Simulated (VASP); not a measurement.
## TiCo: relaxation of cell and atoms with r2SCAN

TiCo:

```
Ti Co
1.0
     2.98611    0.00000    0.00000
     0.00000    2.98611    0.00000
     0.00000    0.00000    2.98611
Ti Co
1 1
Cartesian
  0.0000 0.0000 0.0000
  1.4931 1.4931 1.4931
```

| Quantity | Value |
| --- | --- |
| Program | VASP 6.6.1 |
| Task | relaxation of cell and atoms |
| Functional | r2SCAN |
| Potentials or basis | VASP PAW PBE potentials, release 64 (Ti_sv, Co) |
| Cutoff | 600 eV |
| k mesh | 14 × 14 × 14 |
| Occupations | gaussian, width 0.1 eV |
| Spin | collinear spin, ferrimagnetic start |
| Starting moments | [-0.27, 1.54] μB |
| Dipole correction | no |
| Further INCAR settings | ALGO = Normal; EDIFF = 1e-06; IBRION = 2; EDIFFG = -0.005; NSW = 100; ISIF = 3 |

* Relaxed volume: 13.36 Å³/atom
* Relaxed cell: a = 2.990 Å, b = 2.990 Å, c = 2.990 Å, α = 90.00°, β = 90.00°, γ = 90.00°
* Space group after relaxing (to 0.1 Å): Pm-3m (No. 221)
* Energy gained by relaxing: 0.1 meV/atom
* Ionic steps: 3
* Pressure after relaxing: 0.0 GPa
* Net moment: 0.89 μB per cell
* Site moments: Ti -0.29; Co +1.39 μB
* Valence electrons inside the program's atomic spheres: Ti 10.24; Co 8.32

Step by step:
```tsv
step	energy change (eV)	largest force (eV/Å)	pressure (GPa)	volume (Å³)
1	0.0000	0.0000	0.69	26.63
2	0.0001	0.0000	-0.59	26.85
3	-0.0002	0.0000	0.00	26.72
```

Final structure:
```
Ti Co
1.0
     2.98962    0.00000    0.00000
     0.00000    2.98962    0.00000
     0.00000    0.00000    2.98962
Ti Co
1 1
Direct
  0.00000 0.00000 0.00000
  0.50000 0.50000 0.50000
```

Levels at points of the mesh, in eV from the Fermi level:
Spin up:
| k point | band 9 | band 10 | band 11 | band 12 | band 13 | band 14 |
| --- | --- | --- | --- | --- | --- | --- |
| (0.00, 0.00, 0.00) | -2.36 | -2.36 | 0.56 | 0.56 | 2.89 | 2.89 |
| (0.50, 0.00, 0.00) | -2.51 | -2.06 | -1.23 | -0.29 | 0.87 | 0.87 |
| (0.50, 0.50, 0.00) | -2.38 | -1.28 | 0.65 | 0.65 | 1.30 | 2.56 |
| (0.50, 0.50, 0.50) | -2.36 | -2.06 | -2.06 | -2.06 | 3.68 | 3.68 |
Spin down:
```tsv
k point	band 6	band 7	band 8	band 9	band 10	band 11	band 12	band 13	band 14	band 15
(0.00, 0.00, 0.00)	-3.41	-3.41	-1.43	-1.43	-1.43	1.58	1.58	2.86	2.86	2.86
(0.50, 0.00, 0.00)	-4.26	-1.54	-1.54	-1.17	-1.00	-0.90	0.69	0.69	1.47	2.35
(0.50, 0.50, 0.00)	-3.98	-2.44	-2.44	0.23	0.23	1.03	1.11	1.26	2.70	2.70
(0.50, 0.50, 0.50)	-2.55	-2.55	-2.33	-2.33	-2.33	1.06	1.07	3.24	3.24	7.73
```

Wall time 25 min on 1 thread of Oxide Virtual Turin-like Processor (shared host), peak memory 0.21 GiB.

Caveat: the PAW data sets were made with another functional, which shifts forces and pressure a little.
